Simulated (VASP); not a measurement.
# ZnAg2 (Fd-3m) in VASP: further runs

ZnAg2 is run at these levels: PBE; tasks: relaxation of cell and atoms.

Program: VASP 6.6.1. These are calculated values, not measurements. Logs are shortened: lines on timing, memory, paths and dates and some standing lists are left out, and cuts for length are marked.

## Step 1: The cell of the first run

It takes space group Fd-3m (No. 227, cubic). The conventional cell has a = 7.542 Å, b = 7.542 Å, c = 7.542 Å, α = 90.00°, β = 90.00°, γ = 90.00°. Zn (site symmetry -43m) has 12 Ag at 3.13 Å and 4 Zn at 3.27 Å within 4.1 Å. Within 3.5 Å of Ag (site symmetry -3m) lie 6 Ag at 2.67 Å and 6 Zn at 3.13 Å.

## Step 2: Relaxation of cell and atoms, PBE

INCAR reads:

```
PREC = Accurate
ENCUT = 600
EDIFF = 1E-6
ISMEAR = 0
SIGMA = 0.1
LREAL = F
LASPH = T
NELM = 80
ALGO = Fast
ISIF = 3
LWAVE = F
LCHARG = F
GGA = PE
IBRION = 2
NSW = 90
EDIFFG = -0.04
```

KPOINTS reads:

```
Automatic mesh
0
Gamma
  4 4 4
```

POSCAR reads:

```
ZnAg2
1.0
    0.0000000000      3.7712277004      3.7712277004
    3.7712277004      0.0000000000      3.7712277004
    3.7712277004      3.7712277004      0.0000000000
Zn Ag
2 4
Direct
    0.0000000000      0.0000000000      0.0000000000
    0.2500000000      0.2500000000      0.2500000000
    0.6250000000      0.6250000000      0.6250000000
    0.1250000000      0.6250000000      0.6250000000
    0.6250000000      0.6250000000      0.1250000000
    0.6250000000      0.1250000000      0.6250000000
```

Potentials or basis: VASP PAW PBE potentials, release 64 (Zn, Ag).

On the command line:

```console
$ cat potpaw_PBE.64/Zn/POTCAR potpaw_PBE.64/Ag/POTCAR > POTCAR
$ mpirun -np 1 vasp_std > vasp.out
```

OUTCAR:

```text
PREC = Accurate
   ENCUT = 600
   EDIFF = 1E-6
   ISMEAR = 0
   LREAL = F
   LASPH = T
   NELM = 80
   ISIF = 3
   GGA = PE
   IBRION = 2
   NSW = 90
   EDIFFG = -0.04

 ion  position               nearest neighbor table
   1  0.000  0.000  0.000-   3 3.13   5 3.13   6 3.13   3 3.13   4 3.13   5 3.13   3 3.13   4 3.13
                             5 3.13   6 3.13   6 3.13   4 3.13
   2  0.250  0.250  0.250-   4 3.13   5 3.13   6 3.13   3 3.13   3 3.13   4 3.13   5 3.13   3 3.13
                             5 3.13   6 3.13   4 3.13   6 3.13
   3  0.625  0.625  0.625-   4 2.67   5 2.67   6 2.67   5 2.67   6 2.67   4 2.67   1 3.13   2 3.13
                             1 3.13   2 3.13   1 3.13   2 3.13
   4  0.125  0.625  0.625-   3 2.67   5 2.67   6 2.67   3 2.67   5 2.67   6 2.67   2 3.13   2 3.13
                             1 3.13   1 3.13   2 3.13   1 3.13
   5  0.625  0.625  0.125-   3 2.67   3 2.67   4 2.67   6 2.67   6 2.67   4 2.67   1 3.13   2 3.13
                             1 3.13   2 3.13   1 3.13   2 3.13
   6  0.625  0.125  0.625-   3 2.67   5 2.67   3 2.67   4 2.67   5 2.67   4 2.67   2 3.13   1 3.13
                             1 3.13   2 3.13   2 3.13   1 3.13

  LATTYP: Found a face centered cubic cell.
 ALAT       =     7.5424554008

  Lattice vectors:

 A1 = (   0.0000000000,   3.7712277004,   3.7712277004)
 A2 = (   3.7712277004,   0.0000000000,   3.7712277004)
 A3 = (   3.7712277004,   3.7712277004,   0.0000000000)

Analysis of symmetry for initial positions (statically):
=====================================================================
 Subroutine PRICEL returns:
 Original cell was already a primitive cell.

 Routine SETGRP: Setting up the symmetry group for a
 face centered cubic supercell.

 Subroutine GETGRP returns: Found 48 space group operations
 (whereof 24 operations were pure point group operations)
 out of a pool of 48 trial point group operations.

The static configuration has the point symmetry T_d .
 The point group associated with its full space group is O_h .

Analysis of symmetry for dynamics (positions and initial velocities):
=====================================================================
 Subroutine PRICEL returns:
 Original cell was already a primitive cell.

 Routine SETGRP: Setting up the symmetry group for a
 face centered cubic supercell.

 Subroutine GETGRP returns: Found 48 space group operations
 (whereof 24 operations were pure point group operations)
 out of a pool of 48 trial point group operations.

The dynamic configuration has the point symmetry T_d .
 The point group associated with its full space group is O_h .

 Subroutine INISYM returns: Found 48 space group operations
 (whereof 24 operations are pure point group operations),
 and found     1 'primitive' translations

----------------------------------------------------------------------------------------

                                     Primitive cell

  volume of cell :     107.2700

  direct lattice vectors                    reciprocal lattice vectors
     0.000000000  3.771227700  3.771227700    -0.132582819  0.132582819  0.132582819
     3.771227700  0.000000000  3.771227700     0.132582819 -0.132582819  0.132582819
     3.771227700  3.771227700  0.000000000     0.132582819  0.132582819 -0.132582819

  length of vectors
     5.333321361  5.333321361  5.333321361     0.229640179  0.229640179  0.229640179

  position of ions in fractional coordinates (direct lattice)
     0.000000000  0.000000000  0.000000000
     0.250000000  0.250000000  0.250000000
     0.625000000  0.625000000  0.625000000
     0.125000000  0.625000000  0.625000000
     0.625000000  0.625000000  0.125000000
     0.625000000  0.125000000  0.625000000

  ion indices of the primitive-cell ions
   primitive index   ion index
                 1           1
                 2           2
                 3           3
                 4           4
                 5           5
                 6           6

----------------------------------------------------------------------------------------

 KPOINTS: Automatic mesh

Automatic generation of k-mesh.
 Grid dimensions read from file:
 generate k-points for:    4    4    4

 Generating k-lattice:

  Cartesian coordinates                     Fractional coordinates (reciprocal lattice)
    -0.033145705  0.033145705  0.033145705     0.250000000  0.000000000  0.000000000
     0.033145705 -0.033145705  0.033145705     0.000000000  0.250000000  0.000000000
     0.033145705  0.033145705 -0.033145705     0.000000000  0.000000000  0.250000000

  Length of vectors
     0.057410045  0.057410045  0.057410045

  Shift w.r.t. Gamma in fractional coordinates (k-lattice)
     0.000000000  0.000000000  0.000000000

 Subroutine IBZKPT returns following result:
 ===========================================

 Found      8 irreducible k-points:

 Following reciprocal coordinates:
            Coordinates               Weight
  0.000000  0.000000  0.000000      1.000000
  0.250000  0.000000  0.000000      8.000000
  0.500000  0.000000  0.000000      4.000000
  0.250000  0.250000  0.000000      6.000000
  0.500000  0.250000  0.000000     24.000000
 -0.250000  0.250000  0.000000     12.000000
  0.500000  0.500000  0.000000      3.000000
 -0.250000  0.500000  0.250000      6.000000
   k-points           NKPTS =      8   k-points in BZ     NKDIM =      8   number of bands    NBANDS=     40
   number of dos      NEDOS =    301   number of ions     NIONS =      6
   total plane-waves  NPLWV = 110592
   dimension x,y,z NGX =    48 NGY =   48 NGZ =   48
   dimension x,y,z NGXF=    96 NGYF=   96 NGZF=   96
   ions per type =               2   4
   NGX,Y,Z   is equivalent  to a cutoff of  14.96, 14.96, 14.96 a.u.
   NGXF,Y,Z  is equivalent  to a cutoff of  29.92, 29.92, 29.92 a.u.
 SYSTEM =  unknown system
   PREC   = accura    normal or accurate (medium, high low for compatibility)
   ISTART =      0    job   : 0-new  1-cont  2-samecut
   ICHARG =      2    charge: 1-file 2-atom 10-const
   ISPIN  =      1    spin polarized calculation?
   LNONCOLLINEAR =      F non collinear calculations
   LSORBIT =      F    spin-orbit coupling
   LASPH  =      T    aspherical Exc in radial PAW
   ENCUT  =  600.0 eV  44.10 Ry    6.64 a.u.  10.65 10.65 10.65*2*pi/ulx,y,z
   NELM   =     80;   NELMIN=  2; NELMDL= -5     # of ELM steps
   EDIFF  = 0.1E-05   stopping-criterion for ELM
   LREAL  =      F    real-space projection
   EDIFFG = -.4E-01   stopping-criterion for IOM
   NSW    =     90    number of steps for IOM
   IBRION =      2    ionic relax: 0-MD 1-quasi-New 2-CG
   NFREE  =      1    steps in history (QN), initial steepest desc. (CG)
   ISIF   =      3    stress and relaxation
   ISYM   =      2    0-nonsym 1-usesym 2-fastsym
   POTIM  = 0.5000    time-step for ionic-motion
   TEBEG  =    0.0;   TEEND  =   0.0 temperature during run
   PSTRESS=    0.0 pullay stress
   NELECT =      68.0000    total number of electrons
   NUPDOWN=      -1.0000    fix difference up-down
   EMIN   =  10.00;   EMAX   =-10.00  energy-range for DOS
   EFERMI =   0.00;   METHOD = LEGACY
   ISMEAR =     0;   SIGMA  =   0.10  broadening in eV -4-tet -1-fermi 0-gaus
   EFERMI_NEDOS =   21; number of points for ismear=-14 and -15
   IALGO  =     68    algorithm
   IMIX   =      4    mixing-type and parameters
     AMIX     =   0.40;   BMIX     =  1.00
     AMIX_MAG =   1.60;   BMIX_MAG =  1.00
  volume/ion in A,a.u.               =      17.88       120.65
  Fermi-wavevector in a.u.,A,eV,Ry     =   1.406323  2.657565 26.908842  1.977744
  Thomas-Fermi vector in A             =   2.528695
   LORBIT       =      0    0 simple, 1 ext, 2 COOP (PROOUT), +10 PAW based schemes
   GGA     = PE    functional components
   LHFCALC =     F    Hartree Fock is set to
   AEXX    =    0.0000 exact exchange contribution
   IVDW    =     0    specifies the selected vdW correction
   LEPSILON=     F    determine dielectric tensor
   LRPA    =     F    only Hartree local field effects (RPA)
 conjugate gradient relaxation of ions
 non-spin polarized calculation
 RMM-DIIS sequential band-by-band and
 Gauss-broadening in eV      SIGMA  =   0.10
  energy-cutoff  :      600.00
  volume of cell :      107.27
 maximum number of plane-waves:      3600
 NGX is ok and might be reduce to    48
   NGX = 21   NGY = 21   NGZ = 21

--------------------------------------- Ionic step        1  -------------------------------------------

 number of electron      68.0000000 magnetization

 Free energy of the ion-electron system (eV)
  ---------------------------------------------------
  ext. energy  EPLUGINS =         0.00000000
  ---------------------------------------------------
  free energy    TOTEN  =       -11.52664196 eV

  energy without entropy =      -11.48334933  energy(sigma->0) =      -11.50499564

 E-fermi :   5.8691     XC(G=0): -11.4841

 val. band max:        5.8317962245   @ k =   0.2500   0.2500   0.0000
 cond. band min:       5.8886829027   @ k =   0.2500   0.0000   0.0000
 fundamental gap:      0.0568866783
 Fermi energy:         5.8691203326

 k-point     1 :       0.0000    0.0000    0.0000
  band No.  band energies     occupation
      1      -2.2761      2.00000
      2      -1.3910      2.00000
      3      -1.1277      2.00000
      4      -1.1277      2.00000
      5      -1.1277      2.00000
      6      -1.0423      2.00000
[... 395 lines left out ...]
 POSITION                                       TOTAL-FORCE (eV/Angst)
 -----------------------------------------------------------------------------------
      3.89928      0.00000      3.89928        -0.000000     -0.000000     -0.000000
      1.94964      1.94964      1.94964         0.000000      0.000000      0.000000
      4.87410      4.87410      4.87410         0.000000      0.000000     -0.000000
      4.87410      2.92446      2.92446        -0.000000      0.000000     -0.000000
      2.92446      2.92446      4.87410         0.000000      0.000000     -0.000000
      2.92446      4.87410      2.92446        -0.000000      0.000000     -0.000000
 -----------------------------------------------------------------------------------
    total drift:                                0.000000      0.000000     -0.000000

  FREE ENERGIE OF THE ION-ELECTRON SYSTEM (eV)
  ---------------------------------------------------
  free  energy   TOTEN  =       -11.6765497581 eV

  energy  without entropy=      -11.6309088325  energy(sigma->0) =      -11.65372930

--------------------------------------- Ionic step        3  -------------------------------------------

 number of electron      68.0000012 magnetization

 Free energy of the ion-electron system (eV)
  ---------------------------------------------------
  ext. energy  EPLUGINS =         0.00000000
  ---------------------------------------------------
  free energy    TOTEN  =       -11.68554760 eV

  energy without entropy =      -11.63781625  energy(sigma->0) =      -11.66168193

 E-fermi :   5.0395     XC(G=0): -11.0479

 val. band max:        5.0284302867   @ k =   0.5000   0.2500   0.0000
 cond. band min:       5.0475957177   @ k =   0.2500   0.2500   0.0000
 fundamental gap:      0.0191654310
 Fermi energy:         5.0395438580

 k-point     1 :       0.0000    0.0000    0.0000
  band No.  band energies     occupation
      1      -2.5395      2.00000
      2      -1.7658      2.00000
      3      -1.7658      2.00000
      4      -1.7658      2.00000
      5      -1.7229      2.00000
      6      -1.7229      2.00000
[... 355 lines left out ...]
 POSITION                                       TOTAL-FORCE (eV/Angst)
 -----------------------------------------------------------------------------------
      0.00000      0.00000      0.00000         0.000000     -0.000000     -0.000000
      1.93620      1.93620      1.93620        -0.000000      0.000000      0.000000
      4.84049      4.84049      4.84049        -0.000000     -0.000000     -0.000000
      4.84049      2.90429      2.90429        -0.000000     -0.000000     -0.000000
      2.90429      2.90429      4.84049        -0.000000     -0.000000     -0.000000
      2.90429      4.84049      2.90429        -0.000000     -0.000000     -0.000000
 -----------------------------------------------------------------------------------
    total drift:                                0.000000      0.000000     -0.000000

  FREE ENERGIE OF THE ION-ELECTRON SYSTEM (eV)
  ---------------------------------------------------
  free  energy   TOTEN  =       -11.6855476002 eV

  energy  without entropy=      -11.6378162510  energy(sigma->0) =      -11.66168193

 reached required accuracy - stopping structural energy minimisation
```

Run time: 4.2 min. Hardware: 1 thread of Oxide Virtual Turin-like, shared host; peak memory 0.31 GiB.

Results:

```yaml
Free_energy: -11.6855 eV
Relaxed_volume: 19.36 Å³/atom
Relaxed_cell: a = 5.476 Å, b = 5.476 Å, c = 5.476 Å, α = 60.00°, β = 60.00°, γ = 60.00°
Space_group_after_relaxing_to_0.1_Å: Fd-3m (No. 227)
Energy_gained_by_relaxing: 26.5 meV/atom
Ionic_steps: 3
Pressure_after_relaxing: 0.0 GPa
Band_gap_on_the_k_mesh: zero (bands 34 and 35 overlap by 1.23 eV)
```

The path:
```csv
step,energy change (eV),largest force (eV/Å),pressure (GPa),volume (Å³)
1,0.0000,0.0000,6.31,107.27
2,-0.1499,0.0000,-1.15,118.57
3,-0.1589,0.0000,0.03,116.14
```

Final structure:
```yaml
crystal:
  lattice:
    - [0.00000, 3.87239, 3.87239]
    - [3.87239, 0.00000, 3.87239]
    - [3.87239, 3.87239, 0.00000]
  atoms:
    - { symbol: Zn, position: [0.00000, 0.00000, 0.00000] }
    - { symbol: Zn, position: [0.25000, 0.25000, 0.25000] }
    - { symbol: Ag, position: [0.62500, 0.62500, 0.62500] }
    - { symbol: Ag, position: [0.12500, 0.62500, 0.62500] }
    - { symbol: Ag, position: [0.62500, 0.62500, 0.12500] }
    - { symbol: Ag, position: [0.62500, 0.12500, 0.62500] }
```

Levels at points of the mesh, in eV from the Fermi level:
| k point | band 31 | band 32 | band 33 | band 34 | band 35 | band 36 | band 37 | band 38 |
| --- | --- | --- | --- | --- | --- | --- | --- | --- |
| (0.00, 0.00, 0.00) | -2.37 | -0.46 | 0.86 | 0.86 | 0.86 | 1.78 | 2.03 | 3.13 |
| (0.50, 0.00, 0.00) | -3.38 | -2.37 | 0.24 | 0.48 | 0.71 | 0.71 | 2.43 | 2.43 |
| (0.50, 0.50, 0.00) | -3.43 | -3.43 | -1.08 | -1.08 | -0.33 | -0.33 | 5.80 | 5.80 |

Caveat: the k points lie up to 0.35 Å⁻¹ apart in the final cell, too coarse for converged energies and pressures of a metal.

## Step 3: Relaxation of cell and atoms, PBE

This run uses another cell than the first one, of 19.44 Å³/atom.

INCAR reads:

```
SYSTEM = ZnAg2
PREC = Accurate
ENCUT = 600
EDIFF = 1E-6
ISMEAR = 0
SIGMA = 0.1
LREAL = .FALSE.
LASPH = .TRUE.
NELM = 60
ALGO = Fast
ISIF = 3
LWAVE = .FALSE.
LCHARG = .FALSE.
GGA = PE
IBRION = 2
NSW = 100
EDIFFG = -0.01
```

KPOINTS reads:

```
regular mesh
0
G
  8 8 8
  0 0 0
```

POSCAR reads:

```
ZnAg2
1.0
    0.0000000000      3.8780875109      3.8780875109
    3.8780875109      0.0000000000      3.8780875109
    3.8780875109      3.8780875109      0.0000000000
Zn Ag
2 4
Direct
    0.5000000000      0.5000000000      0.5000000000
    0.7500000000      0.7500000000      0.7500000000
    0.1250000000      0.1250000000      0.1250000000
    0.6250000000      0.1250000000      0.1250000000
    0.1250000000      0.1250000000      0.6250000000
    0.1250000000      0.6250000000      0.1250000000
```

Potentials or basis: VASP PAW PBE potentials, release 64 (Zn, Ag).

On the command line:

```console
$ cat potpaw_PBE.64/Zn/POTCAR potpaw_PBE.64/Ag/POTCAR > POTCAR
$ mpirun -np 1 vasp_std > vasp.out
```

OUTCAR:

```text
SYSTEM = ZnAg2
   PREC = Accurate
   ENCUT = 600
   EDIFF = 1E-6
   ISMEAR = 0
   LREAL = .FALSE.
   LASPH = .TRUE.
   NELM = 60
   ISIF = 3
   GGA = PE
   IBRION = 2
   NSW = 100
   EDIFFG = -0.01

 ion  position               nearest neighbor table
   1  0.500  0.500  0.500-   4 3.22   6 3.22   4 3.22   5 3.22   3 3.22   4 3.22   6 3.22   5 3.22
                             5 3.22   6 3.22   3 3.22   3 3.22
   2  0.750  0.750  0.750-   4 3.22   6 3.22   5 3.22   3 3.22   4 3.22   6 3.22   4 3.22   5 3.22
                             5 3.22   6 3.22   3 3.22   3 3.22
   3  0.125  0.125  0.125-   4 2.74   5 2.74   6 2.74   5 2.74   6 2.74   4 2.74   1 3.22   2 3.22
                             1 3.22   2 3.22   1 3.22   2 3.22
   4  0.625  0.125  0.125-   3 2.74   5 2.74   6 2.74   3 2.74   5 2.74   6 2.74   1 3.22   2 3.22
                             2 3.22   1 3.22   2 3.22   1 3.22
   5  0.125  0.125  0.625-   3 2.74   3 2.74   4 2.74   6 2.74   6 2.74   4 2.74   1 3.22   2 3.22
                             1 3.22   2 3.22   1 3.22   2 3.22
[... 292 lines left out ...]
 cond. band min:       5.2240542819   @ k =   0.1250   0.1250   0.0000
 fundamental gap:      0.0313896522
 Fermi energy:         5.2144885122

 k-point     1 :       0.0000    0.0000    0.0000
  band No.  band energies     occupation
      1      -2.5217      2.00000
      2      -1.7487      2.00000
      3      -1.7487      2.00000
      4      -1.7487      2.00000
      5      -1.7058      2.00000
      6      -1.7058      2.00000
[... 1021 lines left out ...]
     39       9.6492      0.00000
     40       9.8189      0.00000

 [... further k-points ...]

------------------------ aborting loop because EDIFF is reached ----------------------------------------

  FORCE on cell =-STRESS in cart. coord.  units (eV):
  Direction    XX          YY          ZZ          XY          YZ          ZX
  --------------------------------------------------------------------------------------
  -------------------------------------------------------------------------------------
  Total       -0.0307268     -0.0307268     -0.0307268      0.0000000     -0.0000000      0.0000000
  in kB       -0.4256682     -0.4256682     -0.4256682      0.0000000     -0.0000000      0.0000000
  external PRESSURE =      -0.4256682 kB  Pullay stress =       0.0000000 kB
[... 21 lines left out ...]
  FREE ENERGIE OF THE ION-ELECTRON SYSTEM (eV)
  ---------------------------------------------------
  free  energy   TOTEN  =       -11.9429984210 eV

  energy  without entropy=      -11.9363662929  energy(sigma->0) =      -11.93968236

 reached required accuracy - stopping structural energy minimisation
```

CONTCAR:

```text
ZnAg2
   1.00000000000000
     0.0000000000000000    3.8670127889219308    3.8670127889219308
     3.8670127889219308   -0.0000000000000000    3.8670127889219308
     3.8670127889219308    3.8670127889219308   -0.0000000000000000
  Zn              Ag
     2     4
Direct
     0.5000000000000000    0.5000000000000000    0.5000000000000000
     0.7500000000000000    0.7500000000000000    0.7500000000000000
     0.1250000000000000    0.1250000000000000    0.1250000000000000
     0.6250000000000000    0.1250000000000000    0.1250000000000000
     0.1250000000000000    0.1250000000000000    0.6250000000000000
     0.1250000000000000    0.6250000000000000    0.1250000000000000

  0.00000000E+00  0.00000000E+00  0.00000000E+00
  0.00000000E+00  0.00000000E+00  0.00000000E+00
  0.00000000E+00  0.00000000E+00  0.00000000E+00
  0.00000000E+00  0.00000000E+00  0.00000000E+00
  0.00000000E+00  0.00000000E+00  0.00000000E+00
  0.00000000E+00  0.00000000E+00  0.00000000E+00
```

Run time: 13 min. Hardware: 1 thread of Oxide Virtual Turin-like, shared host; peak memory 0.38 GiB.

Results:

```
Free energy                           : -11.9430 eV
Relaxed volume                        : 19.28 Å³/atom
Relaxed cell                          : a = 5.469 Å, b = 5.469 Å, c = 5.469 Å, α = 60.00°, β = 60.00°, γ = 60.00°
Space group after relaxing (to 0.1 Å) : Fd-3m (No. 227)
Energy gained by relaxing             : 0.3 meV/atom
Ionic steps                           : 3
Pressure after relaxing               : 0.0 GPa
Band gap on the k mesh                : zero (bands 34 and 35 overlap by 1.23 eV)
```

The path:
```tsv
step	energy change (eV)	largest force (eV/Å)	pressure (GPa)	volume (Å³)
1	0.0000	0.0000	-0.57	116.65
2	-0.0019	0.0000	0.12	115.49
3	-0.0019	0.0000	-0.04	115.65
```

Final structure:
```
Zn Ag
1.0
     0.00000    3.86701    3.86701
     3.86701    0.00000    3.86701
     3.86701    3.86701    0.00000
Zn Ag
2 4
Direct
  0.50000 0.50000 0.50000
  0.75000 0.75000 0.75000
  0.12500 0.12500 0.12500
  0.62500 0.12500 0.12500
  0.12500 0.12500 0.62500
  0.12500 0.62500 0.12500
```

The gap in the log of VASP goes by the Fermi energy; the results here count the filled bands.